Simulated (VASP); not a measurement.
Input of a VASP 6.6.1 run:

Contents of INCAR:

```
  PREC = Accurate
  ENCUT = 520
  EDIFF = 1E-7
  ISMEAR = -1
  SIGMA = 0.02
  LREAL = F
  LASPH = T
  NELM = 80
  ALGO = Normal
  ISIF = 2
  LWAVE = F
  LCHARG = F
  GGA = PE
  NBANDS = 17
```

File KPOINTS:

```
regular mesh
0
Gamma
  6 6 6
```

The input POSCAR:

```
TePb
1.0
    0.0000000000      3.2093147829      3.2093147829
    3.2093147829      0.0000000000      3.2093147829
    3.2093147829      3.2093147829      0.0000000000
Te Pb
1 1
Direct
    0.5000000000      0.5000000000      0.5000000000
    0.0000000000      0.0000000000      0.0000000000
```

Potentials or basis: VASP PAW PBE potentials, release 64 (Te, Pb_d).

The run is started by

```sh
$ cat potpaw_PBE.64/Te/POTCAR potpaw_PBE.64/Pb_d/POTCAR > POTCAR
$ mpirun -np 1 vasp_std > vasp.out
```

Problem. What does it give for the pressure?

Solution. 3.1 GPa.

Problem. What does it give for the band gap on the k mesh?

Solution. 0.69 eV, direct.

Caveat: spin-orbit coupling is left out, which moves the levels of the heavy elements. A k mesh can miss the band edges.
